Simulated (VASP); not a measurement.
Runs of VASP 6.6.1 on Fe. The structure is that of space group P6_3/mmc (No. 194), or close to it. The cells are those of the table. 

```tsv
task	cell	gap on the mesh (eV)	pressure (GPa)
electric field gradients	a = 2.466, b = 2.466, c = 3.892 Å, angles 90.0, 90.0, 120.0°, 2 atoms	none	(a)
electric field gradients	a = 2.434, b = 2.434, c = 3.842 Å, angles 90.0, 90.0, 120.0°, 2 atoms	none	-1.6
electric field gradients	a = 2.385, b = 2.385, c = 3.764 Å, angles 90.0, 90.0, 120.0°, 2 atoms	none	20.6
single point	a = 2.385, b = 2.385, c = 3.764 Å, angles 90.0, 90.0, 120.0°, 2 atoms	none	20.7
```

Alike in all rows: level PBEsol; potentials or basis VASP PAW PBE potentials, release 64 (Fe); no spin polarisation; k mesh 17 × 17 × 10; cutoff (eV) 520; smearing fermi-dirac 0.08 eV.

Question: Estimate the missing entries.

Answer: (a) -12.9.

Caveats: the PAW data sets were made with another functional, which shifts forces and pressure a little; the run has no spin polarisation, though such a crystal can be magnetic.

A gap of «none» marks levels without a gap at the run's occupations.
